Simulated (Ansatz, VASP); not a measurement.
# One calculation of Hf, two programs

File INCAR:

```
SYSTEM = Hf
PREC = Accurate
ENCUT = 520
EDIFF = 1E-7
ISMEAR = -1
SIGMA = 0.05
LREAL = .FALSE.
LASPH = .TRUE.
NELM = 100
ALGO = Normal
ISIF = 2
LWAVE = .FALSE.
LCHARG = .TRUE.
GGA = PS
LELF = .TRUE.
LVHAR = .TRUE.
NBANDS = 11
```

File KPOINTS:

```
Automatic mesh
0
G
  14 14 14
  0 0 0
```

POSCAR

```
Hf
1.0
   -1.8050000000      1.8050000000      1.8591500000
    1.8050000000     -1.8050000000      1.8591500000
    1.8050000000      1.8050000000     -1.8591500000
Hf
1
Direct
    0.0000000000      0.0000000000      0.0000000000
```

Input for Ansatz:

```yaml
crystal:
  lattice:
    - [-1.805, 1.805, 1.85915]
    - [1.805, -1.805, 1.85915]
    - [1.805, 1.805, -1.85915]
  atoms:
    - { symbol: Hf, position: [0.0, 0.0, 0.0] }
kpoints:
  mp_grid: { grid: [14, 14, 14] }
  band_path:
    path:
      - [0.0, 0.0, 0.0]
      - [0.0, 0.0, 0.5]
      - [0.25, 0.25, 0.25]
      - [0.0, 0.5, 0.0]
      - [0.0, 0.0, 0.0]
      - [0.5, 0.5, -0.5]
      - [0.4856489773, 0.5143510227, -0.4856489773]
      - [-0.4856489773, 0.4856489773, 0.4856489773]
      - [0.0, 0.0, 0.0]
    npoints: 5
scf:
  occupations: { method: fermi_dirac, width: 0.05 }
hamiltonian:
  xc: pbesol
  pseudopotentials: { kind: all_electron, lapw: { basis_error: 0.0005 } }
output:
  forces: true
  stress: true
  eigenvalues: true
```

Change from the starting cell: zz strain of +3 %.

Alike in both runs: task single point; functional PBEsol; k mesh 14 × 14 × 14; occupations fermi-dirac, width 0.05 eV; no spin polarisation.

|  | VASP | Ansatz |
| --- | --- | --- |
| version | VASP 6.6.1 | Ansatz 0.2.0 |
| potentials or method | VASP PAW PBE potentials, release 64 (Hf_pv), cutoff 520 eV | all-electron LAPW, scalar-relativistic |

Ansatz gave:

```
pressure (GPa)                                                : -11.1
traceless stress, the component that is largest in VASP (GPa) : 0.93
```

Problem. Which values does VASP return?

Solution. Pressure (GPa): -11.4; traceless stress, the component that is largest in VASP (GPa): 0.96.

VASP's potentials were made for PBE, not for PBEsol. Ansatz ran all-electron here, and VASP with PAW potentials.

Neither program's run includes spin-orbit coupling.
